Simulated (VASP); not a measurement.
# AlCu (P4mm) in VASP: further runs, part 2 of 2

VASP 6.6.1. The steps go on from the part before.

## (4) Single point, PBEsol (atoms displaced along a vibrational mode, the cell strained)

INCAR

```
SYSTEM = AlCu
ALGO = Fast
EDIFF = 1E-6
ENCUT = 520
GGA = PS
ISIF = 2
ISMEAR = 0
LASPH = .True.
LCHARG = .True.
LELF = .True.
LREAL = .False.
LVHAR = .True.
LWAVE = .False.
NBANDS = 14
NELM = 100
PREC = Accurate
SIGMA = 0.15
```

KPOINTS

```
k-points
0
Gamma
  16 16 16
  0 0 0
```

POSCAR

```
AlCu
1.0
    2.9066309463      0.0000000000      0.0000000000
    0.0000000000      2.9066309463      0.0000000000
    0.0000000000      0.0000000000      2.9066309463
Al Cu
1 1
Direct
   -0.0259472604      0.0000000000      0.0000000000
    0.5110171687      0.5000000000      0.5000000000
```

Potentials or basis: VASP PAW PBE potentials, release 64 (Al, Cu).

The run is started by

```bash
$ cat potpaw_PBE.64/Al/POTCAR potpaw_PBE.64/Cu/POTCAR > POTCAR
$ mpirun -np 1 vasp_std > vasp.out
```

OUTCAR:

```text
SYSTEM = AlCu
   EDIFF = 1E-6
   ENCUT = 520
   GGA = PS
   ISIF = 2
   ISMEAR = 0
   LASPH = .True.
   LREAL = .False.
   NELM = 100
   PREC = Accurate

 ion  position               nearest neighbor table
   1  0.974  0.000  0.000-   2 2.46   2 2.46   2 2.46   2 2.46   2 2.58   2 2.58   2 2.58   2 2.58

   2  0.511  0.500  0.500-   1 2.46   1 2.46   1 2.46   1 2.46   1 2.58   1 2.58   1 2.58   1 2.58

  LATTYP: Found a simple cubic cell.
 ALAT       =     2.9066309463

  Lattice vectors:

 A1 = (   2.9066309463,   0.0000000000,   0.0000000000)
 A2 = (   0.0000000000,   2.9066309463,   0.0000000000)
 A3 = (   0.0000000000,   0.0000000000,   2.9066309463)

Analysis of symmetry for initial positions (statically):
=====================================================================
 Subroutine PRICEL returns:
 Original cell was already a primitive cell.

 Routine SETGRP: Setting up the symmetry group for a
 simple cubic supercell.

 Subroutine GETGRP returns: Found  8 space group operations
 (whereof  8 operations were pure point group operations)
 out of a pool of 48 trial point group operations.

[... 178 lines left out ...]
      6       5.9329      2.00000
      7      14.2182      0.00000
      8      14.2182      0.00000
      9      14.2316      0.00000
     10      16.6130      0.00000
     11      16.6171      0.00000
     12      21.4730      0.00000
     13      29.3397      0.00000
     14      29.3582      0.00000
[... 377 lines left out ...]
      1      -1.3927      2.00000
      2       4.7475      2.00000
      3       4.8458      2.00000
      4       5.7312      2.00000
      5       5.7720      2.00000
      6       5.9324      2.00000
      7      10.4019      0.07701
      8      14.0405      0.00000
      9      15.0884      0.00000
     10      17.3677      0.00000
     11      19.7639      0.00000
     12      24.1683      0.00000
     13      24.5602      0.00000
     14      25.6023      0.00000

 [... further k-points ...]

------------------------ aborting loop because EDIFF is reached ----------------------------------------

  FORCE on cell =-STRESS in cart. coord.  units (eV):
  Direction    XX          YY          ZZ          XY          YZ          ZX
  --------------------------------------------------------------------------------------
  -------------------------------------------------------------------------------------
  Total        1.1166368      1.2226608      1.2226608     -0.0000000      0.0000000      0.0000000
  in kB       72.8539057     79.7713396     79.7713396     -0.0000000      0.0000000      0.0000000
  external PRESSURE =      77.4655283 kB  Pullay stress =       0.0000000 kB

 VOLUME and BASIS-vectors are now :
 -----------------------------------------------------------------------------
  energy-cutoff  :      520.00
  volume of cell :       24.56
      direct lattice vectors                 reciprocal lattice vectors
     2.906630946  0.000000000  0.000000000     0.344040925  0.000000000  0.000000000
     0.000000000  2.906630946  0.000000000     0.000000000  0.344040925  0.000000000
     0.000000000  0.000000000  2.906630946     0.000000000  0.000000000  0.344040925

 POSITION                                       TOTAL-FORCE (eV/Angst)
 -----------------------------------------------------------------------------------
      2.83121      0.00000      0.00000         0.596128      0.000000     -0.000000
      1.48534      1.45332      1.45332        -0.596128     -0.000000      0.000000
 -----------------------------------------------------------------------------------
    total drift:                                0.000028     -0.000000     -0.000002

  FREE ENERGIE OF THE ION-ELECTRON SYSTEM (eV)
  ---------------------------------------------------
  free  energy   TOTEN  =        -8.6535974179 eV

  energy  without entropy=       -8.6473692011  energy(sigma->0) =       -8.65048331
```

OSZICAR:

```text
N       E                     dE             d eps       ncg     rms          rms(c)
DAV:   1     0.535798971801E+02    0.53580E+02   -0.60145E+03 11764   0.129E+03
DAV:   2    -0.868713826095E+01   -0.62267E+02   -0.55903E+02 12006   0.214E+02
DAV:   3    -0.108778475084E+02   -0.21907E+01   -0.21363E+01 14612   0.447E+01
DAV:   4    -0.109157420853E+02   -0.37895E-01   -0.37877E-01 13750   0.493E+00
DAV:   5    -0.109170148676E+02   -0.12728E-02   -0.12727E-02 16710   0.965E-01    0.132E+01
RMM:   6    -0.113167367803E+02   -0.39972E+00   -0.21501E+01 14135   0.798E+01    0.106E+01
RMM:   7    -0.866738168800E+01    0.26494E+01   -0.52201E+00 13455   0.399E+01    0.968E-01
RMM:   8    -0.865636669125E+01    0.11015E-01   -0.23070E-01 13169   0.891E+00    0.573E-01
RMM:   9    -0.865353057235E+01    0.28361E-02   -0.17132E-02 14641   0.112E+00    0.157E-01
RMM:  10    -0.865350738724E+01    0.23185E-04   -0.28747E-03 16016   0.630E-01    0.752E-02
RMM:  11    -0.865358947616E+01   -0.82089E-04   -0.89342E-04 16584   0.217E-01    0.200E-02
RMM:  12    -0.865359816224E+01   -0.86861E-05   -0.12992E-04 16158   0.134E-01    0.237E-02
RMM:  13    -0.865359691391E+01    0.12483E-05   -0.52549E-05 16440   0.623E-02    0.112E-02
RMM:  14    -0.865359741794E+01   -0.50403E-06   -0.54298E-06 13427   0.217E-02
   1 F= -.86535974E+01 E0= -.86504833E+01  d E =-.622822E-02
```

Wall time 42 s (1 thread of Intel Xeon 6975P-C (Granite Rapids), shared host); peak memory 0.25 GiB.

Results:

- Free energy: -8.6536 eV
- Pressure: 7.7 GPa
- Largest force: 0.596 eV/Å
- Band gap on the k mesh: zero (bands 7 and 8 overlap by 4.95 eV)

Forces in eV/Å, atoms in the order of the input:
```
Al   0.596  0.000  0.000
Cu  -0.596  0.000  0.000
```

Caveat: the cell differs from its parent crystal (atoms displaced along a vibrational mode, the cell strained); the cell stands under pressure; the PAW data sets were made with another functional, which shifts forces and pressure a little.

## (5) Summary

| cell | gap on the mesh (eV) | pressure (GPa) | largest force (eV/Å) |
| --- | --- | --- | --- |
| a = 2.882 Å, 2 atoms, atomic positions A | none | 12.5 | 0.65 |
| a = 2.907 Å, 2 atoms, atomic positions B | none | 8.1 | 0.30 |
| a = 2.907 Å, 2 atoms, atomic positions A | none | 7.7 | 0.60 |

Alike in all rows: task single point; level PBEsol; potentials or basis VASP PAW PBE potentials, release 64 (Al, Cu); no spin polarisation; k mesh 16 × 16 × 16; cutoff (eV) 520; smearing gaussian 0.15 eV.

Caveats: the cell stands under pressure; the PAW data sets were made with another functional, which shifts forces and pressure a little.

Absolute energies hang on the potentials; compare differences alone.
